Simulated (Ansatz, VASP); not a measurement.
## TaSi2 in VASP and in Ansatz

File INCAR:

```
SYSTEM = TaSi2
PREC = Accurate
ENCUT = 600
EDIFF = 1E-6
ISMEAR = 0
SIGMA = 0.2
LREAL = .FALSE.
LASPH = .TRUE.
NELM = 100
ALGO = Normal
ISIF = 3
LWAVE = .FALSE.
LCHARG = .FALSE.
GGA = PE
IBRION = 2
NSW = 36
EDIFFG = -0.08
```

Contents of KPOINTS:

```
regular mesh
0
G
  4 4 3
  0 0 0
```

File POSCAR:

```
TaSi2
1.0
    4.8400000000      0.0000000000      0.0000000000
   -2.4200000000      4.1915629500      0.0000000000
    0.0000000000      0.0000000000      6.6500000000
Ta Si
3 6
Direct
    0.5000000000      0.0000000000      0.5000000000
    0.0000000000      0.5000000000      0.1666666700
    0.5000000000      0.5000000000      0.8333333300
    0.1658000000      0.3316000000      0.5000000000
    0.3316000000      0.1658000000      0.1666666700
    0.8342000000      0.1658000000      0.8333333300
    0.8342000000      0.6684000000      0.5000000000
    0.6684000000      0.8342000000      0.1666666700
    0.1658000000      0.8342000000      0.8333333300
```

Input for Ansatz:

```yaml
crystal:
  lattice:
    - [4.84, 0.0, 0.0]
    - [-2.42, 4.19156295, 0.0]
    - [0.0, 0.0, 6.65]
  atoms:
    - { symbol: Ta, position: [0.5, 0.0, 0.5] }
    - { symbol: Ta, position: [0.0, 0.5, 0.16666667] }
    - { symbol: Ta, position: [0.5, 0.5, 0.83333333] }
    - { symbol: Si, position: [0.1658, 0.3316, 0.5] }
    - { symbol: Si, position: [0.3316, 0.1658, 0.16666667] }
    - { symbol: Si, position: [0.8342, 0.1658, 0.83333333] }
    - { symbol: Si, position: [0.8342, 0.6684, 0.5] }
    - { symbol: Si, position: [0.6684, 0.8342, 0.16666667] }
    - { symbol: Si, position: [0.1658, 0.8342, 0.83333333] }
basis:
  ecutwfc: 420
kpoints:
  mp_grid: { grid: [4, 4, 3] }
hamiltonian:
  xc: pbe
scf:
  occupations: { method: gaussian, width: 0.2 }
  lower_state_search: "off"
output:
  forces: true
  stress: true
  eigenvalues: true
relax:
  adjacent_minimum: "off"
  f_tol: 0.08
  max_steps: 16
  cell: { stress_tol: 0.8 }
```

Alike in both runs: task relaxation of cell and atoms; functional PBE; k mesh 4 × 4 × 3; occupations gaussian, width 0.2 eV; no spin polarisation.

|  | VASP | Ansatz |
| --- | --- | --- |
| version | VASP 6.6.1 | Ansatz 0.2.0 |
| potentials or method | VASP PAW PBE potentials, release 64 (Ta_pv, Si), cutoff 600 eV | scalar-relativistic, plane waves, PAW |
| valence electrons in the cell | 57 | 63 |

```tsv
	VASP	Ansatz	Ansatz less VASP
gap on the k mesh at the Fermi level, each at its own relaxed structure (eV)	none	none	-
relaxed volume (Å³/atom)	14.70	14.67	-0.037
relaxed cell length with the largest relative difference (Å)	4.811	4.805	-0.0061
```

A gap of «none» marks a metal or a gap that the smearing closes. VASP's potentials hold 57 valence electrons a cell and Ansatz's 63, so a difference there can come from the potentials and not from the codes.

The k mesh is coarse, so the values compare programs but aren't converged. Neither program's run includes spin-orbit coupling.
